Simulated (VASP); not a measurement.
Write the native input for VASP 6.6.1 that does the following.

```
Task                   : single point
Functional             : PBEsol
Potentials or basis    : VASP PAW PBE potentials, release 64 (Ti_sv, Rh_pv)
Cutoff                 : 520 eV
k mesh                 : 16 × 16 × 14
Occupations            : gaussian, width 0.15 eV
Spin                   : no spin polarisation
Dipole correction      : no
Further INCAR settings : ALGO = Fast; EDIFF = 1e-07; NBANDS = 20
```

The structure of TiRh lies in POSCAR:

```
TiRh
1.0
    2.8386000000      0.0000000000      0.0000000000
    0.0000000000      2.8386000000      0.0000000000
    0.0000000000      0.0000000000      3.5175000000
Ti Rh
1 1
Direct
    0.5000000000      0.5000000000      0.5000000000
    0.0000000000      0.0000000000      0.0000000000
```

This cell differs from its parent crystal: strain -0.050 along x and y, +0.050 along z.

The input as run:

INCAR

```
  ALGO = Fast
  EDIFF = 1E-7
  ENCUT = 520
  GGA = PS
  ISIF = 2
  ISMEAR = 0
  LASPH = T
  LCHARG = T
  LELF = T
  LREAL = F
  LVHAR = T
  LWAVE = F
  NBANDS = 20
  NELM = 80
  PREC = Accurate
  SIGMA = 0.15
```

KPOINTS

```
k-points
0
Gamma
  16 16 14
```

Potentials or basis: VASP PAW PBE potentials, release 64 (Ti_sv, Rh_pv).

The run is started by

```sh
$ cat potpaw_PBE.64/Ti_sv/POTCAR potpaw_PBE.64/Rh_pv/POTCAR > POTCAR
$ mpirun -np 1 vasp_std > vasp.out
```

It gave:

```json
{
 "Pressure": "3.8 GPa"
}
```

Caveat: the cell differs from its parent crystal (strain -0.050 along x and y, +0.050 along z); the PAW data sets were made with another functional, which shifts forces and pressure a little.

Run time: 3.6 min on 1 thread of Intel(R) Xeon(R) Platinum 8559C (Emerald Rapids) (shared host), peak memory 0.31 GiB.
